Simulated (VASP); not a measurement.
# ZrB2 in VASP: further runs, part 2 of 2

VASP 6.6.1. The steps go on from the part before.

**3. Electric field gradients, LDA (equal xx and yy strain of -2 %)**

Input file INCAR:

```
SYSTEM = ZrB2
PREC = Accurate ; ENCUT = 520
EDIFF = 1E-8 ; ISMEAR = -1
SIGMA = 0.05 ; LREAL = .False.
LASPH = .True. ; NELM = 100
ALGO = Normal ; ISIF = 2
LWAVE = .False. ; LCHARG = .False.
LEFG = .True. ; NBANDS = 16
```

Input file KPOINTS:

```
regular mesh
0
Gamma
  12 12 9
  0 0 0
```

Input file POSCAR:

```
ZrB2
1.0
    3.1016998290      0.0000000000      0.0000000000
   -1.5508499145      2.6861508469      0.0000000000
    0.0000000000      0.0000000000      3.5200000000
Zr B
1 2
Direct
    0.0000000000      0.0000000000      0.0000000000
    0.3333333333      0.6666666667      0.5000000000
    0.6666666667      0.3333333333      0.5000000000
```

Potentials or basis: VASP PAW LDA potentials, release 64 (Zr_sv, B).

Launch:

```sh
$ cat potpaw_LDA.64/Zr_sv/POTCAR potpaw_LDA.64/B/POTCAR > POTCAR
$ mpirun -np 1 vasp_std > vasp.out
```

OUTCAR:

```text
SYSTEM = ZrB2
   PREC = Accurate
   ENCUT = 520
   EDIFF = 1E-8
   ISMEAR = -1
   LREAL = .False.
   LASPH = .True.
   NELM = 100
   ISIF = 2

 ion  position               nearest neighbor table
   1  0.000  0.000  0.000-   2 2.51   3 2.51   2 2.51   3 2.51   3 2.51   3 2.51   2 2.51   2 2.51
                             3 2.51   3 2.51   2 2.51   2 2.51
   2  0.333  0.667  0.500-   3 1.79   3 1.79   3 1.79   1 2.51   1 2.51   1 2.51   1 2.51   1 2.51
                             1 2.51
   3  0.667  0.333  0.500-   2 1.79   2 1.79   2 1.79   1 2.51   1 2.51   1 2.51   1 2.51   1 2.51
                             1 2.51

  LATTYP: Found a hexagonal cell.
 ALAT       =     3.1016998290
 C/A-ratio  =     1.1348615901
[... 683 lines left out ...]
 ion       V_xx      V_yy      V_zz      V_xy      V_xz      V_yz
---------------------------------------------------------------------
   1     -23.826   -23.826    47.653    -0.000     0.000    -0.000
   2      -1.456    -1.456     2.911    -0.000     0.000    -0.000
   3      -1.456    -1.456     2.911    -0.000     0.000    -0.000
---------------------------------------------------------------------

 Electric field gradients after diagonalization (V/A^2)
 (convention: |V_zz| > |V_xx| > |V_yy|)
----------------------------------------------------------------------
 ion       V_xx      V_yy      V_zz     asymmetry (V_yy - V_xx)/ V_zz
----------------------------------------------------------------------
   1     -23.827   -23.826    47.653       0.000
   2      -1.456    -1.456     2.911       0.000
   3      -1.456    -1.456     2.911       0.000
----------------------------------------------------------------------

           NMR quadrupolar parameters

 Cq : quadrupolar parameter    Cq=e*Q*V_zz/h
 eta: asymmetry parameters     (V_yy - V_xx)/ V_zz
 Q  : nuclear electric quadrupole moment in mb (millibarn)
----------------------------------------------------------------------
 ion       Cq(MHz)       eta       Q (mb)
----------------------------------------------------------------------
   1       0.115       0.000       1.000
   2       0.007       0.000       1.000
   3       0.007       0.000       1.000
----------------------------------------------------------------------
```

OSZICAR:

```text
N       E                     dE             d eps       ncg     rms          rms(c)
DAV:   1     0.101686050571E+03    0.10169E+03   -0.97778E+03  3040   0.113E+03
DAV:   2    -0.262018432669E+02   -0.12789E+03   -0.12300E+03  3912   0.296E+02
DAV:   3    -0.303652336085E+02   -0.41634E+01   -0.41468E+01  4608   0.458E+01
DAV:   4    -0.304263274367E+02   -0.61094E-01   -0.61080E-01  3752   0.505E+00
DAV:   5    -0.304276559111E+02   -0.13285E-02   -0.13284E-02  4592   0.508E-01    0.236E+01
DAV:   6    -0.275292363728E+02    0.28984E+01   -0.63918E+00  3968   0.171E+01    0.954E+00
DAV:   7    -0.274774416761E+02    0.51795E-01   -0.65434E-01  4104   0.505E+00    0.369E+00
DAV:   8    -0.274787482642E+02   -0.13066E-02   -0.11946E-01  3680   0.276E+00    0.388E-01
DAV:   9    -0.274738158861E+02    0.49324E-02   -0.21558E-02  3752   0.113E+00    0.187E-01
DAV:  10    -0.274735202209E+02    0.29567E-03   -0.17893E-03  3600   0.395E-01    0.510E-02
DAV:  11    -0.274735186219E+02    0.15991E-05   -0.60711E-05  3856   0.750E-02    0.126E-02
DAV:  12    -0.274735175048E+02    0.11170E-05   -0.45382E-06  3768   0.187E-02    0.702E-03
DAV:  13    -0.274735171729E+02    0.33190E-06   -0.69916E-07  4288   0.778E-03    0.947E-04
DAV:  14    -0.274735171749E+02   -0.19875E-08   -0.34356E-08  3528   0.145E-03
   1 F= -.27473517E+02 E0= -.27472532E+02  d E =-.197120E-02
```

stdout:

```text
POSCAR found type information on POSCAR ZrB
 POSCAR found :  2 types and       3 ions
 scaLAPACK will be used
 LDA part: xc-table for (Slater(with rela. corr.)+CA(PZ))
 , standard interpolation
 POSCAR, INCAR and KPOINTS ok, starting setup
 FFT: planning ... GRIDC
 FFT: planning ... GRID_SOFT
 FFT: planning ... GRID
 WAVECAR not read
 entering main loop
ion   1

ion   2

ion   3
```

It took 19 s on 1 thread of Intel Xeon Platinum 8488C (Sapphire Rapids), shared host; peak memory 0.16 GiB.

Results:

| Property | Result |
| --- | --- |
| Free energy | -27.4735 eV |
| Pressure | 3.7 GPa |
| Band gap on the k mesh | zero (bands 9 and 10 overlap by 1.33 eV) |
| Largest electric field gradient by atom | Zr +47.7; B +2.9 V/Å² |

Stress tensor (GPa, compression positive):
```
 6.05  0.00  0.00
 0.00  6.05  0.00
 0.00  0.00 -0.95
```

Electric field gradients, principal values (V/Å²):
| atom | least | middle | greatest (by size) |
| --- | --- | --- | --- |
| 1 Zr | -23.826 | -23.827 | 47.653 |
| 2 B | -1.456 | -1.456 | 2.911 |
| 3 B | -1.456 | -1.456 | 2.911 |

Caveat: the cell differs from its parent crystal (equal xx and yy strain of -2 %); the cell stands under pressure; without QUAD_EFG the Cq values of the log hold for a quadrupole moment of 1 mb, not for the nuclei.

**4. Electric field gradients, LDA (equal xx and yy strain of -2 %)**

Input file INCAR:

```
PREC = Accurate
ENCUT = 520
EDIFF = 1E-8
ISMEAR = -1
SIGMA = 0.05
LREAL = F
LASPH = T
NELM = 80
ALGO = Normal
ISIF = 2
LWAVE = F
LCHARG = F
LEFG = T
NBANDS = 16
```

Input file KPOINTS:

```
regular mesh
0
Gamma
  12 12 9
```

POSCAR is that of step 3.

Potentials or basis: VASP PAW LDA potentials, release 64 (Zr_sv, B).

Launch:

```sh
$ cat potpaw_LDA.64/Zr_sv/POTCAR potpaw_LDA.64/B/POTCAR > POTCAR
$ mpirun -np 1 vasp_std > vasp.out
```

OUTCAR:

```text
PREC = Accurate
   ENCUT = 520
   EDIFF = 1E-8
   ISMEAR = -1
   LREAL = F
   LASPH = T
   NELM = 80
   ISIF = 2

 ion  position               nearest neighbor table
   1  0.000  0.000  0.000-   2 2.51   3 2.51   2 2.51   3 2.51   3 2.51   3 2.51   2 2.51   2 2.51
                             3 2.51   3 2.51   2 2.51   2 2.51
   2  0.333  0.667  0.500-   3 1.79   3 1.79   3 1.79   1 2.51   1 2.51   1 2.51   1 2.51   1 2.51
                             1 2.51
   3  0.667  0.333  0.500-   2 1.79   2 1.79   2 1.79   1 2.51   1 2.51   1 2.51   1 2.51   1 2.51
                             1 2.51

  LATTYP: Found a hexagonal cell.
 ALAT       =     3.1016998290
 C/A-ratio  =     1.1348615901

  Lattice vectors:

 A1 = (   3.1016998290,   0.0000000000,   0.0000000000)
 A2 = (  -1.5508499145,   2.6861508469,   0.0000000000)
 A3 = (   0.0000000000,   0.0000000000,   3.5200000000)

Analysis of symmetry for initial positions (statically):
=====================================================================
 Subroutine PRICEL returns:
 Original cell was already a primitive cell.

 Routine SETGRP: Setting up the symmetry group for a
 hexagonal supercell.

 Subroutine GETGRP returns: Found 24 space group operations
 (whereof 24 operations were pure point group operations)
 out of a pool of 24 trial point group operations.

The static configuration has the point symmetry D_6h.

Analysis of symmetry for dynamics (positions and initial velocities):
=====================================================================
 Subroutine PRICEL returns:
 Original cell was already a primitive cell.

[... 617 lines left out ...]
     15      19.0730      0.00000
     16      22.1489      0.00000

 [... further k-points ...]

------------------------ aborting loop because EDIFF is reached ----------------------------------------

  FORCE on cell =-STRESS in cart. coord.  units (eV):
  Direction    XX          YY          ZZ          XY          YZ          ZX
  --------------------------------------------------------------------------------------
  -------------------------------------------------------------------------------------
  Total        1.1075615      1.1075615     -0.1743086      0.0000000      0.0000000      0.0000000
  in kB       60.5069980     60.5069980     -9.5226213      0.0000000      0.0000000      0.0000000
  external PRESSURE =      37.1637916 kB  Pullay stress =       0.0000000 kB

 VOLUME and BASIS-vectors are now :
 -----------------------------------------------------------------------------
  energy-cutoff  :      520.00
  volume of cell :       29.33
      direct lattice vectors                 reciprocal lattice vectors
     3.101699829  0.000000000  0.000000000     0.322403861  0.186139956  0.000000000
    -1.550849915  2.686150847  0.000000000     0.000000000  0.372279912  0.000000000
     0.000000000  0.000000000  3.520000000     0.000000000  0.000000000  0.284090909

 POSITION                                       TOTAL-FORCE (eV/Angst)
 -----------------------------------------------------------------------------------
      0.00000      0.00000      0.00000         0.000000      0.000000      0.000000
     -0.00000      1.79077      1.76000        -0.000000     -0.000000     -0.000000
      1.55085      0.89538      1.76000         0.000000      0.000000      0.000000
 -----------------------------------------------------------------------------------
    total drift:                               -0.000000      0.000000     -0.000000

  FREE ENERGIE OF THE ION-ELECTRON SYSTEM (eV)
  ---------------------------------------------------
  free  energy   TOTEN  =       -27.4735171749 eV

  energy  without entropy=      -27.4715459737  energy(sigma->0) =      -27.47253157

 Electric field gradients (V/A^2)
---------------------------------------------------------------------
 ion       V_xx      V_yy      V_zz      V_xy      V_xz      V_yz
---------------------------------------------------------------------
   1     -23.826   -23.826    47.653    -0.000     0.000    -0.000
   2      -1.456    -1.456     2.911    -0.000     0.000    -0.000
   3      -1.456    -1.456     2.911    -0.000     0.000    -0.000
---------------------------------------------------------------------

 Electric field gradients after diagonalization (V/A^2)
 (convention: |V_zz| > |V_xx| > |V_yy|)
----------------------------------------------------------------------
 ion       V_xx      V_yy      V_zz     asymmetry (V_yy - V_xx)/ V_zz
----------------------------------------------------------------------
   1     -23.827   -23.826    47.653       0.000
   2      -1.456    -1.456     2.911       0.000
   3      -1.456    -1.456     2.911       0.000
----------------------------------------------------------------------

           NMR quadrupolar parameters

 Cq : quadrupolar parameter    Cq=e*Q*V_zz/h
 eta: asymmetry parameters     (V_yy - V_xx)/ V_zz
 Q  : nuclear electric quadrupole moment in mb (millibarn)
----------------------------------------------------------------------
 ion       Cq(MHz)       eta       Q (mb)
----------------------------------------------------------------------
   1       0.115       0.000       1.000
   2       0.007       0.000       1.000
   3       0.007       0.000       1.000
----------------------------------------------------------------------
```

OSZICAR:

```text
N       E                     dE             d eps       ncg     rms          rms(c)
DAV:   1     0.101686050571E+03    0.10169E+03   -0.97778E+03  3040   0.113E+03
DAV:   2    -0.262018432669E+02   -0.12789E+03   -0.12300E+03  3912   0.296E+02
DAV:   3    -0.303652336085E+02   -0.41634E+01   -0.41468E+01  4608   0.458E+01
DAV:   4    -0.304263274367E+02   -0.61094E-01   -0.61080E-01  3752   0.505E+00
DAV:   5    -0.304276559111E+02   -0.13285E-02   -0.13284E-02  4592   0.508E-01    0.236E+01
DAV:   6    -0.275292363728E+02    0.28984E+01   -0.63918E+00  3968   0.171E+01    0.954E+00
DAV:   7    -0.274774416761E+02    0.51795E-01   -0.65434E-01  4104   0.505E+00    0.369E+00
DAV:   8    -0.274787482642E+02   -0.13066E-02   -0.11946E-01  3680   0.276E+00    0.388E-01
DAV:   9    -0.274738158861E+02    0.49324E-02   -0.21558E-02  3752   0.113E+00    0.187E-01
DAV:  10    -0.274735202209E+02    0.29567E-03   -0.17893E-03  3600   0.395E-01    0.510E-02
DAV:  11    -0.274735186219E+02    0.15991E-05   -0.60711E-05  3856   0.750E-02    0.126E-02
DAV:  12    -0.274735175048E+02    0.11170E-05   -0.45382E-06  3768   0.187E-02    0.702E-03
DAV:  13    -0.274735171729E+02    0.33190E-06   -0.69916E-07  4288   0.778E-03    0.947E-04
DAV:  14    -0.274735171749E+02   -0.19875E-08   -0.34356E-08  3528   0.145E-03
   1 F= -.27473517E+02 E0= -.27472532E+02  d E =-.197120E-02
```

Run time: 20 s. Hardware: 1 thread of Intel Xeon Platinum 8488C (Sapphire Rapids), shared host; peak memory 0.16 GiB.

Results:

```
Free energy                             : -27.4735 eV
Pressure                                : 3.7 GPa
Band gap on the k mesh                  : zero (bands 9 and 10 overlap by 1.33 eV)
Largest electric field gradient by atom : Zr +47.7; B +2.9 V/Å²
```

Levels at points of the mesh, in eV from the Fermi level:
```
           k point  band 7  band 8  band 9  band 10  band 11  band 12
(0.00, 0.00, 0.00)   -2.65   -2.65   -2.47     3.54     3.54     4.17
(0.50, 0.00, 0.00)   -4.22   -3.11   -2.87     2.23     2.34     5.28
```

Electric field gradients, principal values (V/Å²):
| atom | least | middle | greatest (by size) |
| --- | --- | --- | --- |
| 1 Zr | -23.826 | -23.827 | 47.653 |
| 2 B | -1.456 | -1.456 | 2.911 |
| 3 B | -1.456 | -1.456 | 2.911 |

Caveat: the cell differs from its parent crystal (equal xx and yy strain of -2 %); the cell stands under pressure; without QUAD_EFG the Cq values of the log hold for a quadrupole moment of 1 mb, not for the nuclei.
